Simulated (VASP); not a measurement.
A run of VASP 6.6.1 is set up as follows.

INCAR

```
  PREC = Accurate
  ENCUT = 520
  EDIFF = 1E-6
  ISMEAR = -1
  SIGMA = 0.05
  LREAL = False
  LASPH = True
  NELM = 80
  ALGO = Normal
  ISIF = 2
  LWAVE = False
  LCHARG = False
  GGA = PS
  NBANDS = 16
```

The input KPOINTS:

```
regular mesh
0
Gamma
  10 10 5
```

File POSCAR:

```
K
1.0
    3.4389403882      0.0000000000      0.0000000000
   -1.7194701941      2.9782097382      0.0000000000
    0.0000000000      0.0000000000      5.5710834288
K
2
Direct
    0.3333333333      0.6666666667      0.2500000000
    0.6666666667      0.3333333333      0.7500000000
```

Potentials or basis: VASP PAW PBE potentials, release 64 (K_sv).

Run with:

```console
$ cat potpaw_PBE.64/K_sv/POTCAR > POTCAR
$ mpirun -np 1 vasp_std > vasp.out
```

(1) What does it give for the band gap on the k mesh?

(2) Predict the pressure.

## Answers

(1) zero (bands 9 and 10 overlap by 2.21 eV).

(2) 16.3 GPa.

Caveat: the cell stands under pressure; the PAW data sets were made with another functional, which shifts forces and pressure a little.
